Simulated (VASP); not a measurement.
A run of VASP 6.6.1 is set up as follows.

The input INCAR:

```
PREC = Accurate
ENCUT = 500
EDIFF = 1E-6
ISMEAR = 0
SIGMA = 0.01
LREAL = F
LASPH = T
NELM = 120
ALGO = Normal
ISIF = 2
LWAVE = F
LCHARG = T
LELF = T
LVHAR = T
NBANDS = 16
GGA_COMPAT = F
```

Contents of KPOINTS:

```
Automatic mesh
0
Gamma
  10 10 10
```

POSCAR

```
CdSe
1.0
    0.0000000000      2.9740320361      2.9740320361
    2.9740320361      0.0000000000      2.9740320361
    2.9740320361      2.9740320361      0.0000000000
Cd Se
1 1
Direct
    0.0000000000      0.0000000000      0.0000000000
    0.2500000000      0.2500000000      0.2500000000
```

Potentials or basis: VASP PAW LDA potentials, release 64 (Cd, Se).

Command:

```sh
$ cat potpaw_LDA.64/Cd/POTCAR potpaw_LDA.64/Se/POTCAR > POTCAR
$ mpirun -np 1 vasp_std > vasp.out
```

Problem. Estimate the band gap on the k mesh.

Solution. 0.50 eV.

Problem. Predict the pressure.

Solution. 2.4 GPa.

Caveat: semilocal functionals underestimate gaps, and a narrow one can read as zero.
